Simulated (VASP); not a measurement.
Here is a VASP 6.6.1 calculation.

INCAR

```
ALGO = Normal ; EDIFF = 1E-7
ENCUT = 520 ; GGA = PE
ISIF = 2 ; ISMEAR = 0
ISPIN = 2 ; LASPH = True
LCHARG = False ; LORBIT = 11
LREAL = False ; LWAVE = False
MAGMOM = 0 1 1 1 1 ; NBANDS = 22
NELM = 150 ; PREC = Accurate
SIGMA = 0.1
```

The input KPOINTS:

```
k-points
0
Gamma
  6 6 6
```

The input POSCAR:

```
PC4
1.0
   -2.1775283181      2.1775283181      2.1775283181
    2.1775283181     -2.1775283181      2.1775283181
    2.1775283181      2.1775283181     -2.1775283181
P C
1 4
Direct
    0.0000000000      0.0000000000      0.0000000000
    0.0000000000      0.0000000000      0.5000000000
    0.5000000000      0.0000000000      0.0000000000
    0.5000000000      0.5000000000      0.5000000000
    0.0000000000      0.5000000000      0.0000000000
```

Potentials or basis: VASP PAW PBE potentials, release 64 (P, C).

The run is started by

```sh
$ cat potpaw_PBE.64/P/POTCAR potpaw_PBE.64/C/POTCAR > POTCAR
$ mpirun -np 1 vasp_std > vasp.out
```

**Question.** What does it give for the pressure?

**Answer.** -0.8 GPa.

**Question.** What does it give for the net moment?

**Answer.** 0.00 μB per cell.
